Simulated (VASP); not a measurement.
Ga2Pt: relaxation of cell and atoms with LDA

The system is Ga2Pt.

```
CELL_PARAMETERS angstrom
4.17971 0.00000 0.00000
2.08985 3.61973 0.00000
2.08985 1.20658 3.41272
ATOMIC_POSITIONS crystal
Ga 0.25000 0.25000 0.25000
Ga 0.75000 0.75000 0.75000
Pt 0.00000 0.00000 0.00000
```

```json
{"Program": "VASP 6.6.1", "Task": "relaxation of cell and atoms", "Functional": "LDA", "Potentials or basis": "VASP PAW LDA potentials, release 64 (Ga_d, Pt)", "Cutoff": "600 eV", "k mesh": "9 × 9 × 9", "Occupations": "gaussian, width 0.05 eV", "Spin": "no spin polarisation", "Dipole correction": "no", "Further INCAR settings": "ALGO = Normal; EDIFF = 1e-07; IBRION = 2; EDIFFG = -0.01; NSW = 80; ISIF = 3"}
```

The relaxed volume is 16.90 Å³/atom and the relaxed cell is a = 4.154 Å, b = 4.154 Å, c = 4.154 Å, α = 60.00°, β = 60.00°, γ = 60.00°. The space group after relaxing (to 0.1 Å) is Fm-3m (No. 225), the energy gained by relaxing is 2.4 meV/atom and the ionic steps are 3. The pressure after relaxing is 0.0 GPa and the band gap on the k mesh is zero (bands 18 and 19 overlap by 6.98 eV).

Step by step:
| step | energy change (eV) | largest force (eV/Å) | pressure (GPa) | volume (Å³) |
| --- | --- | --- | --- | --- |
| 1 | 0.0000 | 0.0000 | -2.43 | 51.63 |
| 2 | 0.0015 | 0.0000 | 2.92 | 49.71 |
| 3 | -0.0072 | 0.0000 | -0.03 | 50.70 |

Final structure:
```cif
data_structure
_symmetry_space_group_name_H-M 'P 1'
_symmetry_Int_Tables_number 1
_cell_length_a 4.1544
_cell_length_b 4.1544
_cell_length_c 4.1544
_cell_angle_alpha 60.000
_cell_angle_beta 60.000
_cell_angle_gamma 60.000
_cell_volume 50.70
loop_
_atom_site_label
_atom_site_type_symbol
_atom_site_fract_x
_atom_site_fract_y
_atom_site_fract_z
_atom_site_occupancy
Ga1 Ga 0.25000 0.25000 0.25000 1
Ga2 Ga 0.75000 0.75000 0.75000 1
Pt1 Pt 0.00000 0.00000 0.00000 1
```

Levels at points of the mesh, in eV from the Fermi level:
| k point | band 15 | band 16 | band 17 | band 18 | band 19 | band 20 | band 21 | band 22 |
| --- | --- | --- | --- | --- | --- | --- | --- | --- |
| (0.00, 0.00, 0.00) | -3.40 | -3.40 | 0.05 | 5.27 | 5.27 | 5.27 | 5.27 | 5.27 |

Wall time 4 min on 1 thread of AMD EPYC 7R13, on a shared host, peak memory 0.18 GiB.

Caveat: spin-orbit coupling is left out, which moves the levels of the heavy elements. LDA usually gives volumes a few per cent too small.
